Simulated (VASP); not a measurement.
# S (Im-3m) in VASP: notebook, part 2 of 2

VASP 6.6.1.

### Step 3. Relaxation of cell and atoms, PBEsol, target pressure 10 GPa, at which the enthalpy is minimised

Contents of INCAR:

```
PREC     = Accurate       # precision mode
ENCUT    = 600            # plane-wave cutoff, eV
EDIFF    = 1E-6           # SCF threshold, eV
ISMEAR   = 1              # smearing method
SIGMA    = 0.02           # smearing width, eV
LREAL    = False          # projectors in reciprocal space
LASPH    = True           # aspherical terms in the spheres
NELM     = 100            # most SCF steps
ALGO     = Normal         # electronic algorithm
ISIF     = 3              # what is computed and relaxed
LWAVE    = False          # write WAVECAR
LCHARG   = False          # write CHGCAR
GGA      = PS             # functional
IBRION   = 2              # ionic algorithm
NSW      = 60             # ionic steps
EDIFFG   = -0.02          # ionic threshold
PSTRESS  = 100.0
```

Contents of KPOINTS:

```
regular mesh
0
Gamma
  7 7 7
```

Contents of POSCAR:

```
S
1.0
    1.6650000000      1.6650000000      1.6650000000
   -1.6650000000      1.6650000000      1.6650000000
   -1.6650000000     -1.6650000000      1.6650000000
S
1
Direct
    0.0000000000      0.0000000000      0.0000000000
```

Potentials or basis: VASP PAW PBE potentials, release 64 (S).

Run with:

```
> cat potpaw_PBE.64/S/POTCAR > POTCAR
> mpirun -np 1 vasp_std > vasp.out
```

OUTCAR:

```text
PREC = Accurate
   ENCUT = 600
   EDIFF = 1E-6
   ISMEAR = 1
   LREAL = False
   LASPH = True
   NELM = 100
   ISIF = 3
   GGA = PS
   IBRION = 2
   NSW = 60
   EDIFFG = -0.02
   PSTRESS = 100.0

 ion  position               nearest neighbor table
   1  0.000  0.000  0.000-

  LATTYP: Found a body centered cubic cell.
 ALAT       =     3.3300000000

  Lattice vectors:

 A1 = (   1.6650000000,  -1.6650000000,  -1.6650000000)
 A2 = (   1.6650000000,   1.6650000000,   1.6650000000)
 A3 = (  -1.6650000000,  -1.6650000000,   1.6650000000)

Analysis of symmetry for initial positions (statically):
=====================================================================
 Subroutine PRICEL returns:
 Original cell was already a primitive cell.

 Routine SETGRP: Setting up the symmetry group for a
 body centered cubic supercell.

 Subroutine GETGRP returns: Found 48 space group operations
 (whereof 48 operations were pure point group operations)
 out of a pool of 48 trial point group operations.

The static configuration has the point symmetry O_h .

Analysis of symmetry for dynamics (positions and initial velocities):
=====================================================================
 Subroutine PRICEL returns:
 Original cell was already a primitive cell.

 Routine SETGRP: Setting up the symmetry group for a
 body centered cubic supercell.

 Subroutine GETGRP returns: Found 48 space group operations
 (whereof 48 operations were pure point group operations)
 out of a pool of 48 trial point group operations.

The dynamic configuration has the point symmetry O_h .

 Subroutine INISYM returns: Found 48 space group operations
 (whereof 48 operations are pure point group operations),
 and found     1 'primitive' translations

----------------------------------------------------------------------------------------

                                     Primitive cell

  volume of cell :      18.4630

  direct lattice vectors                    reciprocal lattice vectors
     1.665000000  1.665000000  1.665000000     0.300300300  0.000000000  0.300300300
    -1.665000000  1.665000000  1.665000000    -0.300300300  0.300300300  0.000000000
    -1.665000000 -1.665000000  1.665000000     0.000000000 -0.300300300  0.300300300

  length of vectors
     2.883864595  2.883864595  2.883864595     0.424688757  0.424688757  0.424688757

  position of ions in fractional coordinates (direct lattice)
     0.000000000  0.000000000  0.000000000

  ion indices of the primitive-cell ions
   primitive index   ion index
                 1           1

----------------------------------------------------------------------------------------

 KPOINTS: regular mesh

Automatic generation of k-mesh.
 Grid dimensions read from file:
 generate k-points for:    7    7    7

 Generating k-lattice:

  Cartesian coordinates                     Fractional coordinates (reciprocal lattice)
     0.042900043  0.000000000  0.042900043     0.142857143  0.000000000  0.000000000
    -0.042900043  0.042900043  0.000000000     0.000000000  0.142857143  0.000000000
     0.000000000 -0.042900043  0.042900043     0.000000000  0.000000000  0.142857143

  Length of vectors
     0.060669822  0.060669822  0.060669822

  Shift w.r.t. Gamma in fractional coordinates (k-lattice)
     0.000000000  0.000000000  0.000000000

 Subroutine IBZKPT returns following result:
 ===========================================

 Found     20 irreducible k-points:

 Following reciprocal coordinates:
            Coordinates               Weight
  0.000000  0.000000  0.000000      1.000000
  0.142857  0.000000  0.000000     12.000000
  0.285714  0.000000  0.000000     12.000000
  0.428571  0.000000  0.000000     12.000000
  0.285714  0.142857 -0.000000     24.000000
  0.428571  0.142857  0.000000     48.000000
[... 12 lines left out ...]
 -0.428571  0.428571  0.285714      8.000000
  0.428571  0.428571  0.428571      6.000000
   k-points           NKPTS =     20   k-points in BZ     NKDIM =     20   number of bands    NBANDS=      7
   number of dos      NEDOS =    301   number of ions     NIONS =      1
   total plane-waves  NPLWV =  13824
   dimension x,y,z NGX =    24 NGY =   24 NGZ =   24
   dimension x,y,z NGXF=    48 NGYF=   48 NGZF=   48
   ions per type =               1
   NGX,Y,Z   is equivalent  to a cutoff of  13.84, 13.84, 13.84 a.u.
   NGXF,Y,Z  is equivalent  to a cutoff of  27.67, 27.67, 27.67 a.u.
 SYSTEM =  unknown system
   PREC   = accura    normal or accurate (medium, high low for compatibility)
   ISTART =      0    job   : 0-new  1-cont  2-samecut
   ICHARG =      2    charge: 1-file 2-atom 10-const
   ISPIN  =      1    spin polarized calculation?
   LNONCOLLINEAR =      F non collinear calculations
   LSORBIT =      F    spin-orbit coupling
   LASPH  =      T    aspherical Exc in radial PAW
   ENCUT  =  600.0 eV  44.10 Ry    6.64 a.u.   5.76  5.76  5.76*2*pi/ulx,y,z
   NELM   =    100;   NELMIN=  2; NELMDL= -5     # of ELM steps
   EDIFF  = 0.1E-05   stopping-criterion for ELM
   LREAL  =      F    real-space projection
   EDIFFG = -.2E-01   stopping-criterion for IOM
   NSW    =     60    number of steps for IOM
   IBRION =      2    ionic relax: 0-MD 1-quasi-New 2-CG
   NFREE  =      1    steps in history (QN), initial steepest desc. (CG)
   ISIF   =      3    stress and relaxation
   ISYM   =      2    0-nonsym 1-usesym 2-fastsym
   POTIM  = 0.5000    time-step for ionic-motion
   TEBEG  =    0.0;   TEEND  =   0.0 temperature during run
   PSTRESS=  100.0 pullay stress
   NELECT =       6.0000    total number of electrons
   NUPDOWN=      -1.0000    fix difference up-down
   EMIN   =  10.00;   EMAX   =-10.00  energy-range for DOS
   EFERMI =   0.00;   METHOD = LEGACY
   ISMEAR =     1;   SIGMA  =   0.02  broadening in eV -4-tet -1-fermi 0-gaus
   EFERMI_NEDOS =   21; number of points for ismear=-14 and -15
   IALGO  =     38    algorithm
   IMIX   =      4    mixing-type and parameters
     AMIX     =   0.40;   BMIX     =  1.00
     AMIX_MAG =   1.60;   BMIX_MAG =  1.00
  volume/ion in A,a.u.               =      18.46       124.59
  Fermi-wavevector in a.u.,A,eV,Ry     =   1.125532  2.126946 17.236150  1.266821
  Thomas-Fermi vector in A             =   2.262209
   LORBIT       =      0    0 simple, 1 ext, 2 COOP (PROOUT), +10 PAW based schemes
   GGA     = PS    functional components
   LHFCALC =     F    Hartree Fock is set to
   AEXX    =    0.0000 exact exchange contribution
   IVDW    =     0    specifies the selected vdW correction
   LEPSILON=     F    determine dielectric tensor
   LRPA    =     F    only Hartree local field effects (RPA)
 conjugate gradient relaxation of ions
 non-spin polarized calculation
 Methfessel and Paxton  Order N= 1 SIGMA  =   0.02
  energy-cutoff  :      600.00
  volume of cell :       18.46
 maximum number of plane-waves:       631
   NGX = 11   NGY = 11   NGZ = 11

--------------------------------------- Ionic step        1  -------------------------------------------

 number of electron       6.0000001 magnetization

 Free energy of the ion-electron system (eV)
  ---------------------------------------------------
  ext. energy  EPLUGINS =         0.00000000
  ---------------------------------------------------
  free energy    TOTEN  =        -3.35490593 eV

  energy without entropy =       -3.35480631  energy(sigma->0) =       -3.35487272

 E-fermi :   5.4193     XC(G=0): -10.5968

 val. band max:        5.3605672852   @ k =   0.2857   0.1429   0.1429
 cond. band min:       5.4280785767   @ k =   0.4286   0.0000   0.0000
 fundamental gap:      0.0675112915
 Fermi energy:         5.4193374422

 k-point     1 :       0.0000    0.0000    0.0000
  band No.  band energies     occupation
      1      -9.9996      2.00000
      2       7.7872      0.00000
      3       7.7872      0.00000
      4       7.7872      0.00000
      5      17.4052      0.00000
      6      17.5954      0.00000
      7      17.5954      0.00000
[... 370 lines left out ...]
  enthalpy is  TOTEN    =        -2.7297879554 eV   P V=        0.8389832570

--------------------------------------- Ionic step        6  -------------------------------------------

 number of electron       6.0000000 magnetization

 Free energy of the ion-electron system (eV)
  ---------------------------------------------------
  ext. energy  EPLUGINS =         0.00000000
  ---------------------------------------------------
  free energy    TOTEN  =        -3.56625822 eV

  energy without entropy =       -3.56615730  energy(sigma->0) =       -3.56622458

 E-fermi :  10.4409     XC(G=0): -12.0891

 val. band max:       10.1180284351   @ k =   0.2857   0.1429   0.1429
 cond. band min:      10.4496054990   @ k =   0.4286   0.0000   0.0000
 fundamental gap:      0.3315770639
 Fermi energy:        10.4408729616

 k-point     1 :       0.0000    0.0000    0.0000
  band No.  band energies     occupation
      1      -8.5537      2.00000
      2      14.2514      0.00000
      3      14.2514      0.00000
      4      14.2514      0.00000
      5      22.5580      0.00000
      6      22.5580      0.00000
      7      22.5580      0.00000
[... 216 lines left out ...]
  FREE ENERGIE OF THE ION-ELECTRON SYSTEM (eV)
  ---------------------------------------------------
  free  energy   TOTEN  =        -3.5662582244 eV

  energy  without entropy=       -3.5661572975  energy(sigma->0) =       -3.56622458

  enthalpy is  TOTEN    =        -2.7298481261 eV   P V=        0.8364100983

 reached required accuracy - stopping structural energy minimisation
```

It took 7.9 s on 1 thread of Intel Xeon 6975P-C, shared host; peak memory 0.13 GiB.

Results:

| Property | Result |
| --- | --- |
| Free energy | -3.5663 eV |
| Relaxed volume | 13.40 Å³/atom |
| Relaxed cell | a = 2.592 Å, b = 2.592 Å, c = 2.592 Å, α = 70.53°, β = 109.47°, γ = 70.53° |
| Space group after relaxing (to 0.05 Å) | Im-3m (No. 229) |
| Energy change on relaxing (the enthalpy is what falls) | -211.4 meV/atom |
| Ionic steps | 6 |
| Pressure after relaxing | 10.0 GPa |
| Band gap on the k mesh | zero (band 3 reaches 14.25 eV, above the bottom of band 4 at 6.18 eV) |

Step by step:
```tsv
step	energy change (eV)	largest force (eV/Å)	pressure (GPa)	volume (Å³)
1	0.0000	0.0000	-15.54	18.46
2	0.0317	0.0000	37.79	11.66
3	-0.2135	0.0000	9.59	13.44
4	-0.2078	0.0000	10.64	13.35
5	-0.2139	0.0000	9.53	13.44
6	-0.2114	0.0000	10.00	13.40
```

Final structure:
```
S
1.0
     1.49632    1.49632    1.49632
    -1.49632    1.49632    1.49632
    -1.49632   -1.49632    1.49632
S
1
Cartesian
  1.4963 1.4963 1.4963
```

Caveat: the k points lie up to 0.42 Å⁻¹ apart in the final cell; the cell is relaxed towards a set pressure, so the enthalpy falls and the energy may rise; the volume moved by over 15 % at a fixed basis, so the end points are rough; the PAW data sets were made with another functional, which shifts forces and pressure a little.

### Step 4. Relaxation of cell and atoms, PBEsol, target pressure 20 GPa, at which the enthalpy is minimised

Edit INCAR of step 3 so:

```diff
@@ -2,3 +2,3 @@
 ENCUT    = 600            # plane-wave cutoff, eV
-EDIFF    = 1E-6           # SCF threshold, eV
+EDIFF    = 1E-7           # SCF threshold, eV
 ISMEAR   = 1              # smearing method
@@ -7,3 +7,3 @@
 LASPH    = True           # aspherical terms in the spheres
-NELM     = 100            # most SCF steps
+NELM     = 60             # most SCF steps
 ALGO     = Normal         # electronic algorithm
@@ -16,2 +16,2 @@
 EDIFFG   = -0.02          # ionic threshold
-PSTRESS  = 100.0
+PSTRESS  = 200.0
```

KPOINTS is that of step 3.

POSCAR is that of step 3.

Run with:

```
> cat potpaw_PBE.64/S/POTCAR > POTCAR
> mpirun -np 1 vasp_std > vasp.out
```

It took 10 s on 1 thread of Intel Xeon 6975P-C, shared host; peak memory 0.13 GiB.

Results (log left out):

- Free energy: -3.4960 eV
- Relaxed volume: 12.64 Å³/atom
- Relaxed cell: a = 2.542 Å, b = 2.542 Å, c = 2.542 Å, α = 70.53°, β = 109.47°, γ = 70.53°
- Space group after relaxing (to 0.05 Å): Im-3m (No. 229)
- Energy change on relaxing (the enthalpy is what falls): -141.1 meV/atom
- Ionic steps: 7
- Pressure after relaxing: 20.0 GPa
- Band gap on the k mesh: zero (band 3 reaches 15.67 eV, above the bottom of band 4 at 6.93 eV)

Step by step:
```
step  energy change (eV)  largest force (eV/Å)  pressure (GPa)  volume (Å³)
   1              0.0000                0.0000          -15.51        18.46
   2              0.9361                0.0000          107.39         9.54
   3             -0.1667                0.0000           16.77        12.86
   4             -0.1473                0.0000           19.24        12.69
   5             -0.1347                0.0000           20.76        12.59
   6             -0.1473                0.0000           19.24        12.69
   7             -0.1411                0.0000           20.00        12.64
```

Final structure:
```yaml
crystal:
  lattice:
    - [1.46736, 1.46736, 1.46736]
    - [-1.46736, 1.46736, 1.46736]
    - [-1.46736, -1.46736, 1.46736]
  atoms:
    - { symbol: S, position: [0.00000, 0.00000, 0.00000] }
```

Levels at points of the mesh, in eV from the Fermi level:
| k point | band 1 | band 2 | band 3 | band 4 | band 5 | band 6 | band 7 |
| --- | --- | --- | --- | --- | --- | --- | --- |
| (0.00, 0.00, 0.00) | -19.80 | 4.14 | 4.14 | 4.14 | 12.08 | 12.08 | 12.08 |

Caveat: the k points lie up to 0.43 Å⁻¹ apart in the final cell; the cell is relaxed towards a set pressure, so the enthalpy falls and the energy may rise; the volume moved by over 15 % at a fixed basis, so the end points are rough; the PAW data sets were made with another functional, which shifts forces and pressure a little.

### Step 5. Relaxation of cell and atoms, PBEsol, target pressure 30 GPa, at which the enthalpy is minimised

Contents of INCAR:

```
SYSTEM = S
PREC = Accurate ; ENCUT = 600
EDIFF = 1E-6 ; ISMEAR = 1
SIGMA = 0.02 ; LREAL = .FALSE.
LASPH = .TRUE. ; NELM = 60
ALGO = Normal ; ISIF = 3
LWAVE = .FALSE. ; LCHARG = .FALSE.
GGA = PS ; IBRION = 2
NSW = 60 ; EDIFFG = -0.02
PSTRESS = 300.0
```

Contents of KPOINTS:

```
Automatic mesh
0
G
  7 7 7
  0 0 0
```

POSCAR is that of step 4.

Run with:

```
> cat potpaw_PBE.64/S/POTCAR > POTCAR
> mpirun -np 1 vasp_std > vasp.out
```

It took 7 s on 1 thread of Intel Xeon 6975P-C, shared host; peak memory 0.14 GiB.

It converged, with:

| Item | Value |
| --- | --- |
| Free energy | -3.4036 eV |
| Relaxed volume | 12.04 Å³/atom |
| Relaxed cell | a = 2.501 Å, b = 2.501 Å, c = 2.501 Å, α = 70.53°, β = 109.47°, γ = 70.53° |
| Space group after relaxing (to 0.05 Å) | Im-3m (No. 229) |
| Energy change on relaxing (the enthalpy is what falls) | -48.7 meV/atom |
| Ionic steps | 5 |
| Pressure after relaxing | 30.1 GPa |
| Band gap on the k mesh | zero (band 3 reaches 16.90 eV, above the bottom of band 4 at 7.58 eV) |

The path:
```tsv
step	energy change (eV)	largest force (eV/Å)	pressure (GPa)	volume (Å³)
1	0.0000	0.0000	-15.54	18.46
2	2.8036	0.0000	232.03	7.69
3	-0.1393	0.0000	20.21	12.62
4	-0.0775	0.0000	27.11	12.20
5	-0.0487	0.0000	30.07	12.04
```

Final structure:
```
CELL_PARAMETERS angstrom
1.44393 1.44393 1.44393
-1.44393 1.44393 1.44393
-1.44393 -1.44393 1.44393
ATOMIC_POSITIONS crystal
S 0.00000 0.00000 0.00000
```

Levels at points of the mesh, in eV from the Fermi level:
| k point | band 1 | band 2 | band 3 | band 4 | band 5 | band 6 | band 7 |
| --- | --- | --- | --- | --- | --- | --- | --- |
| (0.00, 0.00, 0.00) | -20.50 | 4.44 | 4.44 | 4.44 | 12.04 | 12.04 | 12.04 |

Caveat: the k points lie up to 0.44 Å⁻¹ apart in the final cell; the cell is relaxed towards a set pressure, so the enthalpy falls and the energy may rise; the volume moved by over 15 % at a fixed basis, so the end points are rough; the PAW data sets were made with another functional, which shifts forces and pressure a little.

### Step 6. The runs side by side

```csv
cell,gap on the mesh (eV),pressure (GPa)
relaxed,none,0.1
relaxed to 10 GPa,none,10.0
relaxed to 20 GPa,none,20.0
relaxed to 30 GPa,none,30.1
```

Alike in all rows: task relaxation of cell and atoms; level PBEsol; potentials or basis VASP PAW PBE potentials, release 64 (S); no spin polarisation; k mesh 7 × 7 × 7; cutoff (eV) 600; smearing methfessel-paxton 0.02 eV.

Caveats: all runs use coarse meshes; the volume moved by over 15 % at a fixed basis, so the end points are rough; the PAW data sets were made with another functional, which shifts forces and pressure a little; the cell is relaxed towards a set pressure, so the enthalpy falls and the energy may rise (some runs).

Total energies depend on the potentials used, so only differences within one code and one set of settings carry meaning.
